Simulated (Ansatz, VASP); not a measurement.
**Two plane-wave programs on Sr3Ta2O**

```
Sr Ta O
1.0
     4.20028    0.00000    0.00000
     0.00000    4.20028    0.00000
     0.00000    0.00000    9.42383
Sr Ta O
3 2 1
Direct
  0.50000 0.00000 0.78571
  0.00000 0.50000 0.78571
  0.00000 0.00000 0.20667
  0.50000 0.50000 0.44889
  0.00000 0.00000 0.52386
  0.50000 0.50000 0.24916
```

Change from the starting cell: species swapped into the Zr2P3S type (P4mm, No. 99).

Alike in both runs: functional PBE; k mesh 4 × 4 × 2; occupations gaussian, width 0.1 eV; no spin polarisation.

Ansatz relaxed the structure, and its values are those at the end. VASP's run is a single point on that final structure, the one shown.

|  | VASP | Ansatz |
| --- | --- | --- |
| version | VASP 6.6.1 | Ansatz 0.2.0 |
| potentials or method | VASP PAW PBE potentials, release 64 (Sr_sv, Ta_sv_GW, O), cutoff 700 eV | scalar-relativistic, plane waves, PAW |
| valence electrons in the cell | 62 | 62 |

```csv
,VASP,Ansatz,Ansatz less VASP
gap on the k mesh at the Fermi level (eV),none,none,-
pressure (GPa),0.1,0.0,-0.12
rms of the force components (eV/Å),0.033,0.004,-0.0286
```

A gap of «none» marks a metal or a gap that the smearing closes. With one functional, cell and mesh, what is left measures potentials, basis and numerics.

The k mesh is coarse, so the values compare programs but aren't converged. Spin-orbit coupling is off throughout.
